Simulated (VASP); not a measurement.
Input of a VASP 6.6.1 run:

The input INCAR:

```
PREC = Accurate ; ENCUT = 520
EDIFF = 1E-6 ; ISMEAR = -1
SIGMA = 0.2197 ; LREAL = Auto
LASPH = T ; NELM = 60
ALGO = Normal ; ISIF = 2
LWAVE = F ; LCHARG = F
GGA = PE ; NBANDS = 111
ISYM = 0
```

File KPOINTS:

```
Automatic mesh
0
Gamma
  1 1 1
  0.25 0.25 0.25
```

File POSCAR:

```
Si5W3
1.0
    7.2041990000     -0.0818820000      0.0070510000
   -0.0818820000      7.4902340000      0.1623590000
    0.0070510000      0.1623590000      7.4951860000
Si W
15 9
Direct
    0.6506204161      0.9160365599      0.3761104388
    0.8333986937      0.7238199738      0.9310440086
    0.1044251865      0.7632256473      0.6001444321
    0.2098846908      0.0513394377      0.1040556810
    0.9342406372      0.0267034580      0.7891175913
    0.5532163168      0.6502971942      0.0039991896
    0.3243688215      0.8318464223      0.3511145850
    0.5359836047      0.9650845638      0.7450723191
    0.2279744701      0.9051799280      0.8074731493
    0.9080226774      0.8172310379      0.2404548357
    0.3605392066      0.3631546283      0.0478847911
    0.6402779908      0.2006558133      0.9212932304
    0.1603369722      0.4527321098      0.4606659970
    0.7246474263      0.5107459774      0.7743069091
    0.8839953049      0.3173901825      0.2644236976
    0.1901677599      0.6653791493      0.1313557574
    0.5149686745      0.5127143293      0.3724669635
    0.9453825331      0.0634812036      0.4471802785
    0.3714099211      0.5407325925      0.7344042410
    0.8348041574      0.6033161625      0.4497884358
    0.0045376592      0.3949012867      0.9142117657
    0.7150709889      0.2375015590      0.5645156129
    0.2058644013      0.2437341509      0.7111509997
    0.4881096549      0.1877496009      0.3160154400
```

Potentials or basis: VASP PAW PBE potentials, release 64 (Si, W_sv).

The run is started by

```bash
$ cat potpaw_PBE.64/Si/POTCAR potpaw_PBE.64/W_sv/POTCAR > POTCAR
$ mpirun -np 1 vasp_std > vasp.out
```

(1) Predict the pressure.

(2) Predict the largest force.

Answers

(1) 4.0 GPa.

(2) 5.357 eV/Å.

Caveat: the k points lie up to 0.87 Å⁻¹ apart, too coarse for converged energies, forces and pressures; the atoms stand as in a frame of molecular dynamics.
